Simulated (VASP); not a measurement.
Ta3Si3Ag:

```
Ta Si Ag
1.0
     4.96629    0.00000    0.00000
     0.00000    4.96629    0.00000
     0.00000    0.00000    4.96629
Ta Si Ag
3 3 1
Direct
  0.00000 0.50000 0.50000
  0.50000 0.50000 0.00000
  0.50000 0.00000 0.50000
  0.00000 0.50000 0.00000
  0.50000 0.00000 0.00000
  0.00000 0.00000 0.50000
  0.50000 0.50000 0.50000
```

The cell was generated, and may not be a known phase.

```yaml
Program: VASP 6.6.1
Task: relaxation of cell and atoms
Functional: PBE
Potentials_or_basis: VASP PAW PBE potentials, release 64 (Ta_pv, Si, Ag)
Cutoff: 600 eV
k_mesh: 4 × 4 × 4
Occupations: gaussian, width 0.1 eV
Spin: no spin polarisation
```

At the start: pressure 26.7 GPa; volume 17.50 Å³/atom.

Where does the relaxation end?

Over 4 steps the energy falls by 214.3 meV/atom and the volume is 20.47 Å³/atom (+17.0 %); space group Pm-3m (No. 221, to 0.1 Å) before and after.

Step by step:
```
step  energy change (eV)  largest force (eV/Å)  pressure (GPa)  volume (Å³)
   1              0.0000                0.0000           26.75       122.49
   2              1.1680                0.0000          -17.70       181.92
   3             -1.4956                0.0000           -1.15       144.39
   4             -1.5004                0.0000           -0.21       143.28
```

Final structure:
```
Ta Si Ag
1.0
     5.23276    0.00000    0.00000
     0.00000    5.23276    0.00000
     0.00000    0.00000    5.23276
Ta Si Ag
3 3 1
Direct
  0.00000 0.50000 0.50000
  0.50000 0.50000 0.00000
  0.50000 0.00000 0.50000
  0.00000 0.50000 0.00000
  0.50000 0.00000 0.00000
  0.00000 0.00000 0.50000
  0.50000 0.50000 0.50000
```

Caveat: the volume moved by over 15 % at a fixed basis, so the end points are rough.
